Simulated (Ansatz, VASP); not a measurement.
**Two plane-wave programs on Hf**

```xyz
2
Lattice="2.9290 0.0000 0.0000 -1.4645 2.5366 0.0000 0.0000 0.0000 6.0245" Properties=species:S:1:pos:R:3 pbc="T T T"
Hf    0.0000    1.6911    1.5061
Hf    1.4645    0.8455    4.5184
```

Alike in both runs: task single point; functional PBE; k mesh 18 × 18 × 10; occupations gaussian, width 0.15 eV; no spin polarisation.

```csv
,VASP,Ansatz
version,VASP 6.6.1,Ansatz 0.2.0
potentials or method,"VASP PAW PBE potentials, release 64 (Hf_pv), cutoff 520 eV","scalar-relativistic, plane waves, PAW"
valence electrons in the cell,20,52
```

```tsv
	VASP	Ansatz	Ansatz less VASP
gap on the k mesh at the Fermi level (eV)	none	none	-
pressure (GPa)	1.8	2.1	+0.32
traceless stress, the component that is largest in VASP (GPa)	-13.92	-14.07	-0.148
```

A gap of «none» marks a metal or a gap that the smearing closes. VASP's potentials hold 20 valence electrons a cell and Ansatz's 52, so a difference there can come from the potentials and not from the codes.

Spin-orbit coupling is off throughout.
